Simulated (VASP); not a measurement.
The system is Ca.

```
CELL_PARAMETERS angstrom
3.98000 0.00000 0.00000
-1.99000 3.44678 0.00000
0.00000 0.00000 6.52000
ATOMIC_POSITIONS crystal
Ca 0.66667 0.33333 0.75000
Ca 0.33333 0.66667 0.25000
```

Base run:

```yaml
Program: VASP 6.6.1
Functional: revPBE
Potentials_or_basis: VASP PAW PBE potentials, release 64 (Ca_sv)
Cutoff: 520 eV
k_mesh: 8 × 8 × 4
Occupations: fermi-dirac, width 0.05 eV
Spin: no spin polarisation
```

Its results: band gap on the k mesh zero (band 10 reaches 2.14 eV, above the bottom of band 11 at 1.59 eV); pressure -0.2 GPa.

Problem. After a change of settings the same cell gave: band gap on the k mesh zero (band 10 reaches 1.98 eV, above the bottom of band 11 at 1.46 eV); pressure -1.4 GPa. Which change was it?
A. functional from revPBE to r2SCAN; k mesh from 8 × 8 × 4 to 5 × 5 × 3
B. functional from revPBE to BLYP
C. functional from revPBE to PBEsol; further incar settings from ALGO = Normal; EDIFF = 1e-06; NBANDS = 17 to ALGO = Fast; EDIFF = 1e-06; NBANDS = 17
D. functional from revPBE to RPBE

Solution. C.

Caveats: the PAW data sets were made with another functional, which shifts forces and pressure a little.
